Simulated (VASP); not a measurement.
Runs of VASP 6.6.1 on Co. The structure is that of space group P6_3/mmc (No. 194), or close to it. The cells are those of the table. 

```tsv
task	cell	k mesh	cutoff (eV)	smearing	gap on the mesh (eV)	pressure (GPa)	moment (μB)
single point	a = 2.442, b = 2.442, c = 8.185 Å, angles 90.0, 90.0, 120.0°, 4 atoms	24 × 24 × 8	520	gaussian 0.1 eV	none	6.4	6.48
single point	a = 2.392, b = 2.392, c = 8.276 Å, angles 90.0, 90.0, 120.0°, 4 atoms	24 × 24 × 8	520	gaussian 0.1 eV	none	15.0	6.38
single point	a = 2.481, b = 2.481, c = 8.056 Å, angles 90.0, 90.0, 120.0°, 4 atoms	18 × 18 × 6	600	gaussian 0.1 eV	none	(b)	6.45
single point	a = 2.442, b = 2.442, c = 7.931 Å, angles 90.0, 90.0, 120.0°, 4 atoms	24 × 24 × 8	520	gaussian 0.1 eV	none	(d)	6.35
single point	a = 2.492, b = 2.492, c = 8.093 Å, angles 90.0, 90.0, 120.0°, 4 atoms	24 × 24 × 8	520	gaussian 0.15 eV	none	-0.5	6.52
single point	a = 2.442, b = 2.442, c = 8.190 Å, angles 90.0, 90.0, 120.0°, 4 atoms	24 × 24 × 8	520	gaussian 0.1 eV	none	6.3	6.48
single point	a = 2.464, b = 2.464, c = 7.999 Å, angles 90.0, 90.0, 120.0°, 4 atoms	18 × 18 × 6	600	gaussian 0.1 eV	none	7.1	6.40
single point	a = 2.591, b = 2.591, c = 7.914 Å, angles 90.0, 90.0, 120.0°, 4 atoms	24 × 24 × 8	520	gaussian 0.1 eV	none	(c)	6.64
single point	a = 2.541, b = 2.541, c = 8.006 Å, angles 90.0, 90.0, 120.0°, 4 atoms	24 × 24 × 8	520	gaussian 0.1 eV	none	-6.0	(a)
relaxation of cell and atoms	relaxed to -3 GPa from a = 2.515, b = 2.515, c = 8.170 Å, angles 90.0, 90.0, 120.0°, 4 atoms	18 × 18 × 6	600	gaussian 0.1 eV	none	-3.0	6.52
single point	a = 2.392, b = 2.392, c = 8.288 Å, angles 90.0, 90.0, 120.0°, 4 atoms	24 × 24 × 8	520	gaussian 0.1 eV	none	14.7	6.38
single point	a = 2.591, b = 2.591, c = 7.899 Å, angles 90.0, 90.0, 120.0°, 4 atoms	24 × 24 × 8	520	gaussian 0.1 eV	none	-9.7	6.63
```

Alike in all rows: level PBE; potentials or basis VASP PAW PBE potentials, release 64 (Co); spin collinear, ferromagnetic start.

**Question.** Fill in the values left out.

**Answer.** (a) 6.57; (b) 2.2; (c) -10.0; (d) 14.1.

Caveats: the cell stands under pressure (at least some runs); the cell stands under tension (at least some runs); the cell is relaxed towards a set pressure, so the run minimises the enthalpy, not the energy (at least some runs).

A gap of «none» marks levels without a gap at the run's occupations.
